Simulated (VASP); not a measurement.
Here is a VASP 6.6.1 calculation.

Contents of INCAR:

```
PREC = Accurate
ENCUT = 520
EDIFF = 1E-7
ISMEAR = -1
SIGMA = 0.1
LREAL = F
LASPH = T
NELM = 80
ALGO = Normal
ISIF = 2
LWAVE = F
LCHARG = T
GGA = CA
LELF = T
LVHAR = T
NBANDS = 24
```

Contents of KPOINTS:

```
regular mesh
0
Gamma
  8 8 10
```

The input POSCAR:

```
Y
1.0
    5.2476929618      0.0000000000      0.0000000000
   -2.6238464809      4.5446354162      0.0000000000
    0.0000000000      0.0000000000      3.2672417355
Y
3
Direct
    0.0000000000      0.0000000000      0.0000000000
    0.3333333333      0.6666666667      0.5000000000
    0.6666666667      0.3333333333      0.5000000000
```

Potentials or basis: VASP PAW LDA potentials, release 64 (Y_sv).

Launch:

```bash
$ cat potpaw_LDA.64/Y_sv/POTCAR > POTCAR
$ mpirun -np 1 vasp_std > vasp.out
```

(1) Predict the pressure.

## Answers

(1) 6.7 GPa.
